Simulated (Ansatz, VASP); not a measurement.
## LiBr in VASP and in Ansatz

The input INCAR:

```
SYSTEM = LiBr
PREC = Accurate ; ENCUT = 750
EDIFF = 1E-6 ; ISMEAR = 0
SIGMA = 0.1 ; LREAL = .False.
LASPH = .True. ; NELM = 120
ALGO = Normal ; ISIF = 2
LWAVE = .False. ; LCHARG = .True.
GGA = PS ; LELF = .True.
LVHAR = .True. ; NBANDS = 12
GGA_COMPAT = .False.
```

File KPOINTS:

```
regular mesh
0
Gamma
  6 6 6
  0 0 0
```

POSCAR

```
LiBr
1.0
    0.0000000000      2.4648266931      2.4648266931
    2.4648266931      0.0000000000      2.4648266931
    2.4648266931      2.4648266931      0.0000000000
Li Br
1 1
Direct
    0.0000000000      0.0000000000      0.0000000000
    0.5000000000      0.5000000000      0.5000000000
```

Input for Ansatz:

```yaml
crystal:
  lattice:
    - [0.0, 2.4648266931, 2.4648266931]
    - [2.4648266931, 0.0, 2.4648266931]
    - [2.4648266931, 2.4648266931, 0.0]
  atoms:
    - { symbol: Li, position: [0.0, 0.0, 0.0] }
    - { symbol: Br, position: [0.5, 0.5, 0.5] }
basis:
  ecutwfc: 420
kpoints:
  mp_grid: { grid: [6, 6, 6] }
hamiltonian:
  xc: pbesol
scf:
  occupations: { method: gaussian, width: 0.1 }
output:
  forces: true
  stress: true
  eigenvalues: true
```

Alike in both runs: task single point; functional PBEsol; k mesh 6 × 6 × 6; occupations gaussian, width 0.1 eV; no spin polarisation.

```csv
,VASP,Ansatz
version,VASP 6.6.1,Ansatz 0.2.0
potentials or method,"VASP PAW PBE potentials, release 64 (Li_sv, Br), cutoff 750 eV","scalar-relativistic, plane waves, PAW"
valence electrons in the cell,10,10
```

```csv
,VASP,Ansatz,Ansatz less VASP
gap on the k mesh at the Fermi level (eV),5.56,5.57,+0.006
least direct gap on the mesh (eV),6.02,6.02,+0.004
pressure (GPa),15.0,14.9,-0.05
```

VASP's potentials were made for PBE, not for PBEsol. With one functional, cell and mesh, what is left measures potentials, basis and numerics.
